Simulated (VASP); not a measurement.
Set up this calculation in VASP 6.6.1, as the native input.

```
Task                   : single point
Functional             : PBE
Potentials or basis    : VASP PAW PBE potentials, release 64 (Ta_pv, Ge_d, W_sv)
Cutoff                 : 520 eV
k mesh                 : 3 × 3 × 4
Occupations            : gaussian, width 0.1 eV
Spin                   : no spin polarisation
Dipole correction      : no
Further INCAR settings : ALGO = Normal; EDIFF = 1e-06; NBANDS = 50
```

The structure of TaGe3W2 lies in POSCAR:

```
TaGe3W2
1.0
    5.4025853965      0.0000000026      0.0000000000
   -2.7012927005      4.6787761981      0.0000000000
    0.0000000000      0.0000000000      4.1662499723
Ta Ge W
1 3 2
Direct
    0.0000000000      0.0000000000      0.5000000000
    0.5000000000      0.0000000000      0.5000000000
    0.0000000000      0.5000000000      0.5000000000
    0.5000000000      0.5000000000      0.5000000000
    0.3333333333      0.6666666667      0.9999911782
    0.6666666667      0.3333333333      0.0000088218
```

The cell was generated, and may not be a known phase.

These files were run (other wordings do the same):

INCAR

```
PREC = Accurate
ENCUT = 520
EDIFF = 1E-6
ISMEAR = 0
SIGMA = 0.1
LREAL = F
LASPH = T
NELM = 60
ALGO = Normal
ISIF = 2
LWAVE = F
LCHARG = T
GGA = PE
LELF = T
LVHAR = T
NBANDS = 50
```

KPOINTS

```
regular mesh
0
Gamma
  3 3 4
```

Potentials or basis: VASP PAW PBE potentials, release 64 (Ta_pv, Ge_d, W_sv).

Launch:

```console
$ cat potpaw_PBE.64/Ta_pv/POTCAR potpaw_PBE.64/Ge_d/POTCAR potpaw_PBE.64/W_sv/POTCAR > POTCAR
$ mpirun -np 1 vasp_std > vasp.out
```

Results of the run:

| Quantity | Value |
| --- | --- |
| Pressure | 0.2 GPa |
| Band gap on the k mesh | zero (an odd number of electrons rules out a gap without spin polarisation) |

Caveat: the k points lie up to 0.45 Å⁻¹ apart, too coarse for converged energies and pressures of a metal; spin-orbit coupling is left out, which moves the levels of the heavy elements; an odd number of electrons without spin polarisation forces a metal; a magnetic or distorted state may lie lower.

It took 29 s on 1 thread of AMD EPYC 9R45 96-Core Processor (Zen 5) (shared host), peak memory 0.2 GiB.
